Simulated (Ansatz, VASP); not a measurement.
# One calculation of SnS2, two programs

Contents of INCAR:

```
SYSTEM = SnS2
PREC = Accurate
ENCUT = 500
EDIFF = 1E-6
ISMEAR = 0
SIGMA = 0.01
LREAL = .False.
LASPH = .True.
NELM = 120
ALGO = Normal
ISIF = 2
LWAVE = .False.
LCHARG = .False.
GGA = PS
NBANDS = 20
GGA_COMPAT = .False.
```

KPOINTS

```
regular mesh
0
Gamma
  3 3 2
  0 0 0
```

The input POSCAR:

```
SnS2
1.0
    3.6390000000      0.0000000000      0.0000000000
   -1.8195000000      3.1514660000      0.0000000000
    0.0000000000      0.0000000000      5.8680000000
Sn S
1 2
Direct
    0.0000000000      0.0000000000      0.0000000000
    0.3333333333      0.6666666667      0.2500000000
    0.6666666667      0.3333333333      0.7500000000
```

Input for Ansatz:

```yaml
crystal:
  lattice:
    - [3.639, 0.0, 0.0]
    - [-1.8195, 3.151466, 0.0]
    - [0.0, 0.0, 5.868]
  atoms:
    - { symbol: Sn, position: [0.0, 0.0, 0.0] }
    - { symbol: S, position: [0.3333333333333333, 0.6666666666666666, 0.25] }
    - { symbol: S, position: [0.6666666666666666, 0.3333333333333333, 0.75] }
basis:
  ecutwfc: 470.0
kpoints:
  mp_grid:
    grid: [3, 3, 2]
hamiltonian:
  xc: pbesol
scf:
  occupations:
    method: fixed
output:
  eigenvalues: true
```

Alike in both runs: task single point; functional PBEsol; k mesh 3 × 3 × 2; no spin polarisation.

|  | VASP | Ansatz |
| --- | --- | --- |
| version | VASP 6.6.1 | Ansatz 0.2.0 |
| potentials or method | VASP PAW PBE potentials, release 64 (Sn_d, S), cutoff 500 eV | plane waves, PAW |
| occupations | gaussian, width 0.01 eV | fixed |
| valence electrons in the cell | 26 | 26 |

Ansatz gave:

* gap on the k mesh at the Fermi level (eV): 1.81

What did VASP give for the same quantities?

gap on the k mesh at the Fermi level (eV): 1.82.

VASP's potentials were made for PBE, not for PBEsol.

The k mesh is coarse, so the values compare programs but aren't converged.
